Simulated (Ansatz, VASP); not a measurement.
## Two plane-wave programs on F

The input INCAR:

```
SYSTEM = F
PREC     = Accurate       ! precision mode
ENCUT    = 520            ! plane-wave cutoff, eV
EDIFF    = 1E-6           ! SCF threshold, eV
ISMEAR   = 0              ! smearing method
SIGMA    = 0.05           ! smearing width, eV
LREAL    = .FALSE.        ! projectors in reciprocal space
LASPH    = .TRUE.         ! aspherical terms in the spheres
NELM     = 80             ! most SCF steps
ALGO     = Normal         ! electronic algorithm
ISIF     = 2              ! what is computed and relaxed
LWAVE    = .FALSE.        ! write WAVECAR
LCHARG   = .TRUE.         ! write CHGCAR
GGA      = PS             ! functional
LELF     = .TRUE.         ! ELF
LVHAR    = .TRUE.       
NBANDS   = 22             ! bands
```

KPOINTS

```
Automatic mesh
0
G
  4 4 2
  0 0 0
```

POSCAR

```
F
1.0
    3.0414923524     -1.7480498951     -0.2345861287
    3.0414923524      1.7480498951     -0.2345861287
   -2.2869699080      0.0000000000      7.0004610119
F
4
Direct
    0.0848459664      0.0848459664      0.1019959513
    0.9151540336      0.9151540336      0.8980040487
    0.5015719855      0.5015719855      0.5937195244
    0.4984280145      0.4984280145      0.4062804756
```

Input for Ansatz:

```yaml
crystal:
  lattice:
    - [3.0414923524, -1.7480498951, -0.2345861287]
    - [3.0414923524, 1.7480498951, -0.2345861287]
    - [-2.286969908, 0.0, 7.0004610119]
  atoms:
    - { symbol: F, position: [0.0848459664, 0.0848459664, 0.1019959513] }
    - { symbol: F, position: [0.9151540336, 0.9151540336, 0.8980040487] }
    - { symbol: F, position: [0.5015719855, 0.5015719855, 0.5937195244] }
    - { symbol: F, position: [0.4984280145, 0.4984280145, 0.4062804756] }
basis:
  ecutwfc: 520.0
kpoints:
  mp_grid: { grid: [4, 4, 2] }
hamiltonian:
  xc: pbesol
scf:
  occupations: { method: gaussian, width: 0.05 }
output:
  forces: true
  stress: true
  eigenvalues: true
```

Alike in both runs: task single point; functional PBEsol; k mesh 4 × 4 × 2; occupations gaussian, width 0.05 eV; no spin polarisation.

|  | VASP | Ansatz |
| --- | --- | --- |
| version | VASP 6.6.1 | Ansatz 0.2.0 |
| potentials or method | VASP PAW PBE potentials, release 64 (F), cutoff 520 eV | scalar-relativistic, plane waves, PAW |
| valence electrons in the cell | 28 | 28 |

VASP gave:

- gap on the k mesh at the Fermi level (eV): 2.49
- least direct gap on the mesh (eV): 2.59
- pressure (GPa): -0.4
- traceless stress, the component that is largest in VASP (GPa): -3.03
- rms of the force components (eV/Å): 0.864

**Question.** What did Ansatz give for the same quantities?

**Answer.** gap on the k mesh at the Fermi level (eV): 2.55; least direct gap on the mesh (eV): 2.65; pressure (GPa): -0.8; traceless stress, the component that is largest in VASP (GPa): -2.95; rms of the force components (eV/Å): 0.834.

VASP's potentials were made for PBE, not for PBEsol. Atom by atom the forces differ by 0.241 eV/Å (rms over components).

The k mesh is coarse, so the values compare programs but aren't converged.
